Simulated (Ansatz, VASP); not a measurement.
## Two plane-wave programs on CdBi3O

```
Cd Bi O
1.0
     4.67508    0.00000    0.00000
     0.00000    4.67508    0.00000
     0.00000    0.00000    4.67508
Cd Bi O
1 3 1
Direct
  0.50000 0.50000 0.50000
  0.50000 0.00000 0.00000
  0.00000 0.50000 0.00000
  0.00000 0.00000 0.50000
  0.00000 0.00000 0.00000
```

Change from the starting cell: species swapped into the EuH3Pd type (Pm-3m, No. 221).

Alike in both runs: task single point; functional PBE; k mesh 4 × 4 × 4; occupations gaussian, width 0.1 eV; no spin polarisation.

|  | VASP | Ansatz |
| --- | --- | --- |
| version | VASP 6.6.1 | Ansatz 0.2.0 |
| potentials or method | VASP PAW PBE potentials, release 64 (Cd, Bi_d, O), cutoff 600 eV | scalar-relativistic, plane waves, PAW |
| valence electrons in the cell | 63 | 71 |

```tsv
	VASP	Ansatz	Ansatz less VASP
gap on the k mesh at the Fermi level (eV)	none	none	-
pressure (GPa)	21.3	21.2	-0.08
```

A gap of «none» marks a metal or a gap that the smearing closes. VASP's potentials hold 63 valence electrons a cell and Ansatz's 71, so a difference there can come from the potentials and not from the codes.

Spin-orbit coupling is off throughout.
